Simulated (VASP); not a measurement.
Here is a VASP 6.6.1 calculation.

INCAR

```
SYSTEM = Sc
PREC     = Accurate       ! precision mode
ENCUT    = 520            ! plane-wave cutoff, eV
EDIFF    = 1E-6           ! SCF threshold, eV
ISMEAR   = -1             ! smearing method
SIGMA    = 0.05           ! smearing width, eV
LREAL    = .FALSE.        ! projectors in reciprocal space
LASPH    = .TRUE.         ! aspherical terms in the spheres
NELM     = 100            ! most SCF steps
ALGO     = Normal         ! electronic algorithm
ISIF     = 2              ! what is computed and relaxed
LWAVE    = .FALSE.        ! write WAVECAR
LCHARG   = .FALSE.        ! write CHGCAR
GGA      = PS             ! functional
NBANDS   = 18             ! bands
```

Contents of KPOINTS:

```
Automatic mesh
0
G
  9 9 5
  0 0 0
```

POSCAR

```
Sc
1.0
    3.3525444672      0.0000000000      0.0000000000
   -1.6762722336      2.9033886759      0.0000000000
    0.0000000000      0.0000000000      5.3426934842
Sc
2
Direct
    0.6666666667      0.3333333333      0.7500000000
    0.3333333333      0.6666666667      0.2500000000
```

Potentials or basis: VASP PAW PBE potentials, release 64 (Sc_sv).

The run is started by

```sh
$ cat potpaw_PBE.64/Sc_sv/POTCAR > POTCAR
$ mpirun -np 1 vasp_std > vasp.out
```

Q: Predict the pressure.

A: -4.6 GPa.

Q: What does it give for the band gap on the k mesh?

A: Zero (bands 11 and 12 overlap by 1.04 eV).

Stress tensor (GPa, compression positive):
```
-4.10  0.00  0.00
 0.00 -4.10  0.00
 0.00  0.00 -5.51
```

Caveat: the cell stands under tension; the PAW data sets were made with another functional, which shifts forces and pressure a little.
